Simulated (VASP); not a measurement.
Runs of VASP 6.6.1 on Pb. The structure is that of space group P6_3/mmc (No. 194), or close to it. The cells are those of the table. This isn't the form of Pb at room conditions, which is fcc.

```tsv
cell	gap on the mesh (eV)	pressure (GPa)
a = 2.752, b = 2.752, c = 4.542 Å, angles 90.0, 90.0, 120.0°, 2 atoms	none	184.1
a = 2.888, b = 2.888, c = 4.786 Å, angles 90.0, 90.0, 120.0°, 2 atoms	none	99.9
a = 2.618, b = 2.618, c = 4.316 Å, angles 90.0, 90.0, 120.0°, 2 atoms	none	(a)
a = 3.183, b = 3.183, c = 5.296 Å, angles 90.0, 90.0, 120.0°, 2 atoms	none	22.0
a = 3.042, b = 3.042, c = 5.056 Å, angles 90.0, 90.0, 120.0°, 2 atoms	none	47.7
a = 3.311, b = 3.311, c = 5.524 Å, angles 90.0, 90.0, 120.0°, 2 atoms	none	(b)
```

Alike in all rows: task single point; level PBEsol; potentials or basis VASP PAW PBE potentials, release 64 (Pb_d); no spin polarisation; k mesh 14 × 14 × 8; cutoff (eV) 520; smearing fermi-dirac 0.05 eV.

**Question.** Estimate the missing entries.

**Answer.** (a) 327.1; (b) 8.3.

Caveats: the cell stands under pressure; the PAW data sets were made with another functional, which shifts forces and pressure a little; spin-orbit coupling is left out, which moves the levels of the heavy elements.

A k mesh can miss the band edges, and the runs leave out spin-orbit coupling on Pb.

A gap of «none» marks levels without a gap at the run's occupations.
